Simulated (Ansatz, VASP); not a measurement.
**Sb: VASP beside Ansatz**

```
Sb
1.0
    -1.87134    1.87134    1.87134
     1.87134   -1.87134    1.87134
     1.87134    1.87134   -1.87134
Sb
1
Direct
  0.00000 0.00000 0.00000
```

Alike in both runs: task single point; functional PBE0; k mesh 4 × 4 × 4; occupations fermi-dirac, width 0.05 eV; non-collinear spin, spin-orbit coupling.

|  | VASP | Ansatz |
| --- | --- | --- |
| version | VASP 6.6.1 | Ansatz 0.2.0 |
| potentials or method | VASP PAW PBE potentials, release 64 (Sb) | Ansatz PAW |
| plane-wave cutoff (eV) | 520 | 420 |
| valence electrons in the cell | 5 | 15 |

Ansatz gave:

* pressure (GPa): -2.7
* net moment per atom (μB): 0.00

Q: Which values does VASP return?

A: Pressure (GPa): -4.0; net moment per atom (μB): 0.05.

VASP's potentials hold 5 valence electrons a cell and Ansatz's 15, so a difference there can come from the potentials and not from the codes.

The k mesh is coarse, so the values compare programs but aren't converged.
